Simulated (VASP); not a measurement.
Runs of VASP 6.6.1 on As. The structure is that of space group R-3m (No. 166), or close to it. The cells are those of the table. 

| task | level | potentials or basis | cell | gap on the mesh (eV) | pressure (GPa) | largest force (eV/Å) |
| --- | --- | --- | --- | --- | --- | --- |
| electric field gradients | PBE | VASP PAW PBE potentials, release 64 (As) | a = 4.187 Å, angles 54.5°, 2 atoms | none | -0.6 | 0.10 |
| electric field gradients | LDA | VASP PAW LDA potentials, release 64 (As_d) | a = 4.106 Å, angles 54.5°, 2 atoms | none | (a) | 0.10 |
| single point | PBE | VASP PAW PBE potentials, release 64 (As) | a = 4.147 Å, angles 54.5°, 2 atoms | none | 1.5 | 0.08 |
| electric field gradients | PBE | VASP PAW PBE potentials, release 64 (As) | a = 4.023 Å, angles 54.5°, 2 atoms | none | 9.8 | 0.74 |
| electric field gradients | PBE | VASP PAW PBE potentials, release 64 (As) | a = 4.065 Å, angles 54.5°, 2 atoms | none | 6.7 | 0.50 |
| electric field gradients | PBE | VASP PAW PBE potentials, release 64 (As) | a = 4.147 Å, angles 54.5°, 2 atoms | none | 1.5 | 0.08 |
| electric field gradients | PBE | VASP PAW PBE potentials, release 64 (As) | a = 4.106 Å, angles 54.5°, 2 atoms | none | 3.9 | 0.28 |
| single point | PBE | VASP PAW PBE potentials, release 64 (As) | a = 4.187 Å, angles 54.5°, 2 atoms | none | -0.6 | 0.10 |
| single point | PBE | VASP PAW PBE potentials, release 64 (As) | a = 4.065 Å, angles 54.5°, 2 atoms | none | 6.7 | 0.50 |
| electric field gradients | PBEsol | VASP PAW PBE potentials, release 64 (As_d) | a = 4.106 Å, angles 54.5°, 2 atoms | none | 0.2 | 0.18 |

Alike in all rows: no spin polarisation; k mesh 11 × 11 × 11; cutoff (eV) 520; smearing fermi-dirac 0.03 eV.

Q: Estimate the missing entries.

A: (a) -1.3.

Caveats: the cell stands under pressure (at least some runs); the PAW data sets were made with another functional, which shifts forces and pressure a little (at least some runs).

A k mesh can miss the band edges, and the runs leave out spin-orbit coupling on As.

A gap of «none» marks levels without a gap at the run's occupations.

The runs don't all hold the same shells in valence.
